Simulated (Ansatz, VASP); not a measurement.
# Two plane-wave programs on Ga

```
CELL_PARAMETERS angstrom
0.00000 2.07707 2.07707
2.07707 0.00000 2.07707
2.07707 2.07707 0.00000
ATOMIC_POSITIONS crystal
Ga 0.00000 0.00000 0.00000
```

Alike in both runs: functional r2SCAN; k mesh 13 × 13 × 13; occupations fermi-dirac, width 0.1 eV; no spin polarisation.

Ansatz relaxed the structure, and its values are those at the end. VASP's run is a single point on that final structure, the one shown.

|  | VASP | Ansatz |
| --- | --- | --- |
| version | VASP 6.6.1 | Ansatz 0.2.0 |
| potentials or method | VASP PAW PBE potentials, release 64 (Ga_d), cutoff 520 eV | plane waves (500 eV) with PAW, scalar-relativistic |
| valence electrons in the cell | 13 | 13 |

|  | VASP | Ansatz | Ansatz less VASP |
| --- | --- | --- | --- |
| pressure (GPa) | 0.0 | 0.0 | -0.03 |

VASP's potentials were made for PBE, not for r2SCAN.
